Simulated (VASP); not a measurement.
# TaH5 (P1) in VASP: relaxation of cell and atoms with PBE

Aim: the relaxation of cell and atoms of TaH5 with PBE.

All numbers are computed with VASP 6.6.1; they aren't measurements. Logs are shortened: lines on timing, memory, paths and dates and some standing lists are left out, and cuts for length are marked.

## 1. The cell of the first run

The typed cell holds 12 atoms: a = 3.215 Å, b = 3.589 Å, c = 6.224 Å, α = 88.71°, β = 89.34°, γ = 91.20°.

## 2. Relaxation of cell and atoms, PBE

INCAR

```
SYSTEM = TaH5
PREC     = Accurate       ! precision mode
ENCUT    = 600            ! plane-wave cutoff, eV
EDIFF    = 1E-7           ! SCF threshold, eV
ISMEAR   = 0              ! smearing method
SIGMA    = 0.2            ! smearing width, eV
LREAL    = .False.        ! projectors in reciprocal space
LASPH    = .True.         ! aspherical terms in the spheres
NELM     = 80             ! most SCF steps
ALGO     = Normal         ! electronic algorithm
ISIF     = 3              ! what is computed and relaxed
LWAVE    = .False.        ! write WAVECAR
LCHARG   = .False.        ! write CHGCAR
GGA      = PE             ! functional
IBRION   = 2              ! ionic algorithm
NSW      = 80             ! ionic steps
EDIFFG   = -0.025         ! ionic threshold
```

KPOINTS

```
Automatic mesh
0
Gamma
  8 6 4
  0 0 0
```

POSCAR

```
TaH5
1.0
   -0.0328715940      0.0195638009     -3.2148364110
    1.7589668686     -3.1278107599      0.0378881419
   -5.3541615724     -3.1724173998     -0.0367372557
Ta H
2 10
Direct
    0.5183290571      0.5161584474      0.5061482017
    0.4953828788      0.9987050512      1.0008716603
    0.0135434466      0.3580738069      0.6578491750
   -0.0114825278      0.8304453608      0.1433027184
   -0.0002893241      0.8405447239      0.8437854036
   -0.0137437888      0.3441881608      0.3508263087
    0.0291135334      0.7978770780      0.4999968000
   -0.0157623144      0.3112537646      1.0055687195
    0.5123065255     -0.0208607857      0.6712810046
    0.4992211018      0.5039061470      0.1712697619
    0.4707419126      0.5117984697      0.8209290173
    0.5026394991      1.0079097754      0.3281712290
```

Potentials or basis: VASP PAW PBE potentials, release 64 (Ta_pv, H).

Command:

```
> cat potpaw_PBE.64/Ta_pv/POTCAR potpaw_PBE.64/H/POTCAR > POTCAR
> mpirun -np 1 vasp_std > vasp.out
```

OUTCAR:

```text
SYSTEM = TaH5
   PREC = Accurate
   ENCUT = 600
   EDIFF = 1E-7
   ISMEAR = 0
   LREAL = .False.
   LASPH = .True.
   NELM = 80
   ISIF = 3
   GGA = PE
   IBRION = 2
   NSW = 80
   EDIFFG = -0.025

 ion  position               nearest neighbor table
   1  0.518  0.516  0.506-   7 1.89   6 1.90   7 1.91   3 1.94   3 1.95  11 1.96   9 1.97  12 2.06
                             6 2.06  10 2.09  12 2.16   9 2.16   2 3.56   2 3.56   2 3.57
   2  0.495  0.999  0.001-   8 1.91   4 1.93   4 1.93   5 1.96   5 1.98   8 2.01  12 2.04  10 2.05
                             9 2.05  11 2.10  10 2.12  11 2.14   1 3.56   1 3.56   1 3.57
   3  0.014  0.358  0.658-   1 1.94   1 1.95
   4  0.989  0.830  0.143-   2 1.93   2 1.93
   5  1.000  0.841  0.844-   2 1.96   2 1.98
   6  0.986  0.344  0.351-   1 1.90   1 2.06
   7  0.029  0.798  0.500-   1 1.89   1 1.91
   8  0.984  0.311  0.006-   2 1.91   2 2.01
   9  0.512  0.979  0.671-   1 1.97   2 2.05   1 2.16
  10  0.499  0.504  0.171-   2 2.05   1 2.09   2 2.12
  11  0.471  0.512  0.821-   1 1.96   2 2.10   2 2.14
  12  0.503  0.008  0.328-   2 2.04   1 2.06   1 2.16

  LATTYP: Found a triclinic cell.
 ALAT       =     3.5886766511
 B/A-ratio  =     2.0213153871
 C/A-ratio  =     0.8958912431
 COS(alpha) =     0.0003763269
 COS(beta)  =     0.0208718791
 COS(gamma) =     0.5140705450

  Lattice vectors:

 A1 = (  -1.7589668686,   3.1278107599,  -0.0378881419)
 A2 = (   3.5951947038,   6.3002281597,  -0.0011508862)
 A3 = (  -0.0328715940,   0.0195638009,  -3.2148364110)

Analysis of symmetry for initial positions (statically):
=====================================================================
 Subroutine PRICEL returns:
 Original cell was already a primitive cell.

 Routine SETGRP: Setting up the symmetry group for a
 triclinic supercell.

 Subroutine GETGRP returns: Found  1 space group operations
 (whereof  1 operations were pure point group operations)
 out of a pool of  2 trial point group operations.

The static configuration has the point symmetry C_1 .

Analysis of symmetry for dynamics (positions and initial velocities):
=====================================================================
 Subroutine PRICEL returns:
 Original cell was already a primitive cell.

 Routine SETGRP: Setting up the symmetry group for a
 triclinic supercell.

 Subroutine GETGRP returns: Found  1 space group operations
 (whereof  1 operations were pure point group operations)
 out of a pool of  2 trial point group operations.

The dynamic configuration has the point symmetry C_1 .

 Subroutine INISYM returns: Found  1 space group operations
 (whereof  1 operations are pure point group operations),
 and found     1 'primitive' translations

----------------------------------------------------------------------------------------

                                     Primitive cell

  volume of cell :      71.7672

  direct lattice vectors                    reciprocal lattice vectors
    -0.032871594  0.019563801 -3.214836411     0.003275930 -0.001926224 -0.311103036
     1.758966869 -3.127810760  0.037888142     0.142119623 -0.239824818 -0.002912616
    -5.354161572 -3.172417400 -0.036737256    -0.140101109 -0.078776216  0.000953139

  length of vectors
     3.215063986  3.588676651  6.223554284     0.311126247  0.278787399  0.160732453

  position of ions in fractional coordinates (direct lattice)
     0.518329057  0.516158447  0.506148202
     0.495382879  0.998705051  0.000871660
     0.013543447  0.358073807  0.657849175
     0.988517472  0.830445361  0.143302718
     0.999710676  0.840544724  0.843785404
     0.986256211  0.344188161  0.350826309
     0.029113533  0.797877078  0.499996800
     0.984237686  0.311253765  0.005568719
     0.512306526  0.979139214  0.671281005
     0.499221102  0.503906147  0.171269762
     0.470741913  0.511798470  0.820929017
     0.502639499  0.007909775  0.328171229

  ion indices of the primitive-cell ions
   primitive index   ion index
                 1           1
                 2           2
                 3           3
                 4           4
                 5           5
                 6           6
                 7           7
                 8           8
                 9           9
                10          10
                11          11
                12          12

----------------------------------------------------------------------------------------

 KPOINTS: Automatic mesh

Automatic generation of k-mesh.
 Grid dimensions read from file:
 generate k-points for:    8    6    4

 Generating k-lattice:

  Cartesian coordinates                     Fractional coordinates (reciprocal lattice)
     0.000409491 -0.000240778 -0.038887880     0.125000000  0.000000000  0.000000000
     0.023686604 -0.039970803 -0.000485436     0.000000000  0.166666667 -0.000000000
    -0.035025277 -0.019694054  0.000238285     0.000000000 -0.000000000  0.250000000

  Length of vectors
     0.038890781  0.046464566  0.040183113

  Shift w.r.t. Gamma in fractional coordinates (k-lattice)
     0.000000000  0.000000000  0.000000000

 Subroutine IBZKPT returns following result:
 ===========================================

 Found    100 irreducible k-points:

 Following reciprocal coordinates:
            Coordinates               Weight
  0.000000  0.000000  0.000000      1.000000
  0.125000 -0.000000 -0.000000      2.000000
  0.250000 -0.000000 -0.000000      2.000000
  0.375000  0.000000  0.000000      2.000000
  0.500000 -0.000000 -0.000000      1.000000
  0.000000  0.166667 -0.000000      2.000000
[... 16 lines left out ...]
  0.125000  0.500000 -0.000000      2.000000
  0.250000  0.500000  0.000000      2.000000
 [... further k-points ...]
   k-points           NKPTS =    100   k-points in BZ     NKDIM =    100   number of bands    NBANDS=     23
   number of dos      NEDOS =    301   number of ions     NIONS =     12
   total plane-waves  NPLWV =  42000
   dimension x,y,z NGX =    28 NGY =   30 NGZ =   50
   dimension x,y,z NGXF=    56 NGYF=   60 NGZF=  100
   ions per type =               2  10
   NGX,Y,Z   is equivalent  to a cutoff of  14.48, 13.90, 13.36 a.u.
   NGXF,Y,Z  is equivalent  to a cutoff of  28.96, 27.80, 26.71 a.u.
 SYSTEM =  TaH5
   PREC   = accura    normal or accurate (medium, high low for compatibility)
   ISTART =      0    job   : 0-new  1-cont  2-samecut
   ICHARG =      2    charge: 1-file 2-atom 10-const
   ISPIN  =      1    spin polarized calculation?
   LNONCOLLINEAR =      F non collinear calculations
   LSORBIT =      F    spin-orbit coupling
   LASPH  =      T    aspherical Exc in radial PAW
   ENCUT  =  600.0 eV  44.10 Ry    6.64 a.u.   6.42  7.17 12.43*2*pi/ulx,y,z
   NELM   =     80;   NELMIN=  2; NELMDL= -5     # of ELM steps
   EDIFF  = 0.1E-06   stopping-criterion for ELM
   LREAL  =      F    real-space projection
   EDIFFG = -.3E-01   stopping-criterion for IOM
   NSW    =     80    number of steps for IOM
   IBRION =      2    ionic relax: 0-MD 1-quasi-New 2-CG
   NFREE  =      1    steps in history (QN), initial steepest desc. (CG)
   ISIF   =      3    stress and relaxation
   ISYM   =      2    0-nonsym 1-usesym 2-fastsym
   POTIM  = 0.5000    time-step for ionic-motion
   TEBEG  =    0.0;   TEEND  =   0.0 temperature during run
   PSTRESS=    0.0 pullay stress
   NELECT =      32.0000    total number of electrons
   NUPDOWN=      -1.0000    fix difference up-down
   EMIN   =  10.00;   EMAX   =-10.00  energy-range for DOS
   EFERMI =   0.00;   METHOD = LEGACY
   ISMEAR =     0;   SIGMA  =   0.20  broadening in eV -4-tet -1-fermi 0-gaus
   EFERMI_NEDOS =   21; number of points for ismear=-14 and -15
   IALGO  =     38    algorithm
   IMIX   =      4    mixing-type and parameters
     AMIX     =   0.40;   BMIX     =  1.00
     AMIX_MAG =   1.60;   BMIX_MAG =  1.00
  volume/ion in A,a.u.               =       5.98        40.36
  Fermi-wavevector in a.u.,A,eV,Ry     =   1.250690  2.363461 21.282569  1.564225
  Thomas-Fermi vector in A             =   2.384672
   LORBIT       =      0    0 simple, 1 ext, 2 COOP (PROOUT), +10 PAW based schemes
   GGA     = PE    functional components
   LHFCALC =     F    Hartree Fock is set to
   AEXX    =    0.0000 exact exchange contribution
   IVDW    =     0    specifies the selected vdW correction
   LEPSILON=     F    determine dielectric tensor
   LRPA    =     F    only Hartree local field effects (RPA)
 conjugate gradient relaxation of ions
 non-spin polarized calculation
 Gauss-broadening in eV      SIGMA  =   0.20
  energy-cutoff  :      600.00
  volume of cell :       71.77
 maximum number of plane-waves:      2417
 NGX is ok and might be reduce to    28
   NGX = 13   NGY = 15   NGZ = 25

--------------------------------------- Ionic step        1  -------------------------------------------

 number of electron      32.0000000 magnetization

 Free energy of the ion-electron system (eV)
  ---------------------------------------------------
  ext. energy  EPLUGINS =         0.00000000
  ---------------------------------------------------
  free energy    TOTEN  =       -55.54564196 eV

  energy without entropy =      -55.52155259  energy(sigma->0) =      -55.53359728

------------------------ aborting loop because EDIFF is reached ----------------------------------------

  FORCE on cell =-STRESS in cart. coord.  units (eV):
  Direction    XX          YY          ZZ          XY          YZ          ZX
  --------------------------------------------------------------------------------------
  -------------------------------------------------------------------------------------
  Total       -1.3490592     -2.1655147     -5.9941524     -0.1342854      0.5183197     -0.8732294
  in kB      -30.1172849    -48.3443757   -133.8174057     -2.9978766     11.5713101    -19.4945483
  external PRESSURE =     -70.7596888 kB  Pullay stress =       0.0000000 kB
[... 119 lines left out ...]
  FREE ENERGIE OF THE ION-ELECTRON SYSTEM (eV)
  ---------------------------------------------------
  free  energy   TOTEN  =       -55.7290498782 eV

  energy  without entropy=      -55.7093489965  energy(sigma->0) =      -55.71919944

[... ionic steps 4 to 13 ...]

--------------------------------------- Ionic step       14  -------------------------------------------

 number of electron      32.0000000 magnetization

------------------------ aborting loop because EDIFF is reached ----------------------------------------
[... 87 lines left out ...]
--------------------------------------- Ionic step       16  -------------------------------------------

 number of electron      32.0000001 magnetization

 Free energy of the ion-electron system (eV)
  ---------------------------------------------------
  ext. energy  EPLUGINS =         0.00000000
  ---------------------------------------------------
  free energy    TOTEN  =       -55.80451917 eV

  energy without entropy =      -55.78618425  energy(sigma->0) =      -55.79535171

 E-fermi :   4.1469     XC(G=0): -11.4465

 val. band max:        4.1323296824   @ k =   0.5000   0.1667   0.2500
 cond. band min:       4.1576742404   @ k =   0.3750   0.0000   0.0000
 fundamental gap:      0.0253445580
 Fermi energy:         4.1468558308

 k-point     1 :       0.0000    0.0000    0.0000
  band No.  band energies     occupation
      1     -31.2062      2.00000
      2     -31.0774      2.00000
      3     -31.0433      2.00000
      4     -31.0375      2.00000
      5     -30.7594      2.00000
      6     -30.7413      2.00000
[... 613 lines left out ...]
     22       8.9754      0.00000
     23      10.0882      0.00000

 [... further k-points ...]
[... 5 lines left out ...]
  --------------------------------------------------------------------------------------
  -------------------------------------------------------------------------------------
  Total        0.0014731      0.0268750      0.0310965      0.0103466      0.0086997      0.0050259
  in kB        0.0343655      0.6269519      0.7254332      0.2413703      0.2029516      0.1172475
  external PRESSURE =       0.4622502 kB  Pullay stress =       0.0000000 kB
[... 27 lines left out ...]
  FREE ENERGIE OF THE ION-ELECTRON SYSTEM (eV)
  ---------------------------------------------------
  free  energy   TOTEN  =       -55.8045191737 eV

  energy  without entropy=      -55.7861842472  energy(sigma->0) =      -55.79535171

 reached required accuracy - stopping structural energy minimisation
```

Wall time 24 min (1 thread of AMD EPYC 7R13 (Zen 3), shared host); peak memory 0.31 GiB.

What came out:

```
Free energy                           : -55.8045 eV
Relaxed volume                        : 5.72 Å³/atom
Relaxed cell                          : a = 3.120 Å, b = 3.564 Å, c = 6.175 Å, α = 89.82°, β = 90.01°, γ = 90.02°
Space group after relaxing (to 0.1 Å) : P-62m (No. 189)
Energy gained by relaxing             : 21.6 meV/atom
Ionic steps                           : 16
Pressure after relaxing               : 0.0 GPa
Largest force after relaxing          : 0.013 eV/Å
Band gap on the k mesh                : zero (bands 16 and 17 overlap by 1.71 eV)
```

Forces on the atoms (eV/Å):
```
Ta   0.001  0.012  0.001
Ta  -0.006 -0.011 -0.005
H   -0.008  0.004 -0.002
H   -0.001 -0.004 -0.002
H   -0.005  0.010  0.005
H   -0.003 -0.005 -0.010
H   -0.006 -0.005  0.004
H    0.010 -0.005  0.002
H   -0.007  0.001  0.006
H    0.008  0.005 -0.002
H    0.008 -0.001 -0.002
H    0.008 -0.002  0.006
```

Step by step:
```tsv
step	energy change (eV)	largest force (eV/Å)	pressure (GPa)	volume (Å³)
1	0.0000	0.6534	-7.08	71.77
2	-0.1730	0.4380	-0.37	69.05
3	-0.1834	0.4189	1.95	68.25
4	-0.2259	0.2327	1.05	68.44
5	-0.2396	0.1855	0.35	68.63
6	-0.2477	0.1060	-0.35	68.81
7	-0.2493	0.0799	-0.81	68.94
8	-0.2533	0.0645	0.10	68.62
9	-0.2537	0.0793	0.53	68.47
10	-0.2564	0.0435	0.27	68.57
11	-0.2570	0.0562	0.08	68.64
12	-0.2579	0.0290	-0.13	68.72
13	-0.2580	0.0383	-0.28	68.78
14	-0.2585	0.0273	0.15	68.64
15	-0.2585	0.0277	0.16	68.64
16	-0.2589	0.0135	0.05	68.68
```

Final structure:
```
CELL_PARAMETERS angstrom
-0.00022 0.00069 -3.12049
1.77734 -3.08977 0.00033
-5.34257 -3.09546 0.00066
ATOMIC_POSITIONS crystal
Ta 0.49992 0.50232 0.50183
Ta 0.49983 0.99635 0.00174
H 0.99978 0.34998 0.65417
H 0.99984 0.84200 0.15312
H 0.00016 0.84877 0.84821
H 0.99937 0.34864 0.34956
H 0.00024 0.80642 0.50038
H 0.00003 0.30099 0.00310
H 0.50107 0.00225 0.66301
H 0.49934 0.50031 0.16396
H 0.49953 0.50091 0.83086
H 0.50088 0.00106 0.33005
```

Caveat: spin-orbit coupling is left out, which moves the levels of the heavy elements.
